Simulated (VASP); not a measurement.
The system is InSe.

```
In Se
1.0
     4.05000    0.00000    0.00000
    -2.02500    3.50740    0.00000
     0.00000    0.00000   16.93000
In Se
4 4
Direct
  0.33333 0.66667 0.15700
  0.66667 0.33333 0.65700
  0.33333 0.66667 0.34300
  0.66667 0.33333 0.84300
  0.33333 0.66667 0.60200
  0.66667 0.33333 0.10200
  0.33333 0.66667 0.89800
  0.66667 0.33333 0.39800
```

```yaml
Program: VASP 6.6.1
Task: relaxation of cell and atoms
Functional: r2SCAN
Potentials_or_basis: VASP PAW PBE potentials, release 64 (In_d, Se)
Cutoff: 600 eV
k_mesh: 6 × 6 × 1
Occupations: gaussian, width 0.1 eV
Spin: no spin polarisation
```

At the start: pressure 5.8 GPa; volume 30.06 Å³/atom.

Task: How do energy, volume and symmetry change on relaxing?

Result: Over 13 steps the energy falls by 215.5 meV/atom and the volume is 30.47 Å³/atom (+1.4 %); space group P6_3/mmc (No. 194, to 0.1 Å) before and after.

Step by step:
```
step  energy change (eV)  largest force (eV/Å)  pressure (GPa)  volume (Å³)
   1              0.0000                2.8876            5.81       240.49
   2             -0.9795                0.4137           -4.57       280.03
   3             -1.2889                0.8576           -2.12       265.67
   4             -1.5499                0.3236           -1.02       253.99
   5             -1.5979                0.1531           -0.29       247.67
   6             -1.6862                0.1862            0.52       242.95
   7             -1.6990                0.2233            0.94       240.49
   8             -1.7145                0.1716           -0.50       245.35
   9             -1.7202                0.0619           -0.02       243.70
  10             -1.7212                0.0505            0.00       243.62
  11             -1.7218                0.0571            0.03       243.53
  12             -1.7226                0.0458            0.07       243.61
  13             -1.7241                0.0225            0.16       243.79
```

Final structure:
```
In Se
1.0
     4.03919    0.00000    0.00000
    -2.01960    3.49804    0.00000
     0.00000    0.00000   17.25413
In Se
4 4
Direct
  0.33333 0.66667 0.16888
  0.66667 0.33333 0.66888
  0.33333 0.66667 0.33112
  0.66667 0.33333 0.83112
  0.33333 0.66667 0.59574
  0.66667 0.33333 0.09574
  0.33333 0.66667 0.90426
  0.66667 0.33333 0.40426
```

Caveat: the PAW data sets were made with another functional, which shifts forces and pressure a little.
